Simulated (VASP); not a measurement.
Wanted: the native input for a VASP 6.6.1 run.

```yaml
Task: single point
Functional: PBE
Potentials_or_basis: VASP PAW PBE potentials, release 64 (Al, H)
Cutoff: 520 eV
k_mesh: 6 × 6 × 1
Occupations: gaussian, width 0.1 eV
Spin: no spin polarisation
Dipole_correction: yes
Further_INCAR_settings: ALGO = Normal; EDIFF = 1e-07; NBANDS = 32
```

The structure of Al6H lies in POSCAR:

```
Al6H
1.0
    5.7143028096      0.0000000000      0.0000000000
   -2.8571514048      4.9487313980      0.0000000000
    0.0000000000      0.0000000000     22.6016424636
Al H
12 2
Direct
    0.3333333333      0.1666666667      0.1769782885
    0.3333333333      0.6666666667      0.1769782885
    0.8333333333      0.1666666667      0.1769782885
    0.8333333333      0.6666666667      0.1769782885
    0.1666666667      0.3333333333      0.2787817904
    0.1666666667      0.8333333333      0.2787817904
    0.6666666667      0.3333333333      0.2787817904
    0.6666666667      0.8333333333      0.2787817904
    0.0000000000      0.0000000000      0.3805759903
    0.0000000000      0.5000000000      0.3805759903
    0.5000000000      0.0000000000      0.3805759903
    0.5000000000      0.5000000000      0.3805759903
    0.2121115019      0.4242230039      0.4712773632
    0.2878884981      0.5757769961      0.4712773632
```

The input as run:

INCAR

```
SYSTEM = Al6H
PREC = Accurate
ENCUT = 520
EDIFF = 1E-7
ISMEAR = 0
SIGMA = 0.1
LREAL = .FALSE.
LASPH = .TRUE.
NELM = 80
ALGO = Normal
ISIF = 2
LWAVE = .FALSE.
LCHARG = .FALSE.
LDIPOL = .TRUE.
IDIPOL = 3
DIPOL = 0.5 0.5 0.306
GGA = PE
NBANDS = 32
```

KPOINTS

```
regular mesh
0
G
  6 6 1
  0 0 0
```

Potentials or basis: VASP PAW PBE potentials, release 64 (Al, H).

Command:

```sh
$ cat potpaw_PBE.64/Al/POTCAR potpaw_PBE.64/H/POTCAR > POTCAR
$ mpirun -np 1 vasp_std > vasp.out
```

Results of the run:

```yaml
Largest_force: 0.705 eV/Å
Band_gap_on_the_k_mesh: zero (bands 19 and 20 overlap by 0.99 eV)
```

Run time: 18 min on 1 thread of Intel Xeon 8259CL, on a shared host, peak memory 0.73 GiB.
